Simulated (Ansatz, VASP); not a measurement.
# MgS in VASP and in Ansatz

Contents of INCAR:

```
SYSTEM = MgS
PREC = Accurate
ENCUT = 520
EDIFF = 1E-6
ISMEAR = 0
SIGMA = 0.025
LREAL = .False.
LASPH = .True.
NELM = 60
ALGO = Normal
ISIF = 2
LWAVE = .False.
LCHARG = .False.
GGA = PE
NBANDS = 11
```

Contents of KPOINTS:

```
Automatic mesh
0
Gamma
  9 9 9
  0 0 0
```

File POSCAR:

```
MgS
1.0
    0.0000000000      2.6016500000      2.6016500000
    2.6016500000      0.0000000000      2.6016500000
    2.6016500000      2.6016500000      0.0000000000
S Mg
1 1
Direct
    0.5000000000      0.5000000000      0.5000000000
    0.0000000000      0.0000000000      0.0000000000
```

File input.yaml:

```yaml
crystal:
  lattice:
    - [0.0, 2.60165, 2.60165]
    - [2.60165, 0.0, 2.60165]
    - [2.60165, 2.60165, 0.0]
  atoms:
    - { symbol: S, position: [0.5, 0.5, 0.5] }
    - { symbol: Mg, position: [0.0, 0.0, 0.0] }
hamiltonian:
  xc: pbe
  pseudopotentials: { kind: paw }
kpoints:
  mp_grid: { grid: [9, 9, 9] }
scf:
  occupations: { method: gaussian, width: 0.025 }
output:
  forces: true
  stress: true
  eigenvalues: true
  write_density: true
  write_potential: true
  elf: true
  volumetric_format: npy
```

Alike in both runs: task single point; functional PBE; k mesh 9 × 9 × 9; occupations gaussian, width 0.025 eV; no spin polarisation.

```csv
,VASP,Ansatz
version,VASP 6.6.1,Ansatz 0.2.0
potentials or method,"VASP PAW PBE potentials, release 64 (S, Mg)",Ansatz PAW
plane-wave cutoff (eV),520,420
valence electrons in the cell,8,16
```

```csv
,VASP,Ansatz,Ansatz less VASP
gap on the k mesh at the Fermi level (eV),2.91,2.92,+0.014
least direct gap on the mesh (eV),3.71,3.72,+0.012
pressure (GPa),0.9,1.2,+0.30
```

The functional is the same, so the differences come from potentials, cutoffs and numerics. VASP's potentials hold 8 valence electrons a cell and Ansatz's 16, so a difference there can come from the potentials and not from the codes.

Noted on Ansatz's run: odd divisions of the mesh miss points on the zone boundary, where band edges often lie, so the gap on the mesh can be too wide.
